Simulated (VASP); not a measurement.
Crystal: TiAl3 (vib).

```
Ti Al
1.0
     3.95567    0.00000    0.00000
     0.00000    3.95567    0.00000
     0.00000    0.00000    3.95567
Ti Al
1 3
Cartesian
  0.0000 0.0000 0.0000
  1.9778 1.9778 0.0000
  1.9778 0.0000 1.9778
  0.0000 1.9778 1.9778
```

| Property | Result |
| --- | --- |
| Program | VASP 6.6.1 |
| Task | relaxation of cell and atoms |
| Functional | LDA |
| Potentials or basis | VASP PAW LDA potentials, release 64 (Ti_sv, Al) |
| Cutoff | 600 eV |
| k mesh | 8 × 8 × 8 |
| Occupations | gaussian, width 0.1 eV |
| Spin | no spin polarisation |

At the start: pressure -3.6 GPa; volume 15.47 Å³/atom.

Problem. How do energy, volume and symmetry change on relaxing?

Solution. Over 3 steps the energy falls by 5.6 meV/atom and the volume is 14.98 Å³/atom (-3.2 %); space group Pm-3m (No. 221, to 0.05 Å).

The path:
```tsv
step	energy change (eV)	largest force (eV/Å)	pressure (GPa)	volume (Å³)
1	0.0000	0.0000	-3.61	61.90
2	-0.0151	0.0000	2.23	58.83
3	-0.0226	0.0000	-0.02	59.93
```

Final structure:
```
Ti Al
1.0
     3.91330    0.00000    0.00000
     0.00000    3.91330    0.00000
     0.00000    0.00000    3.91330
Ti Al
1 3
Cartesian
  0.0000 0.0000 0.0000
  1.9567 1.9567 0.0000
  1.9567 0.0000 1.9567
  0.0000 1.9567 1.9567
```
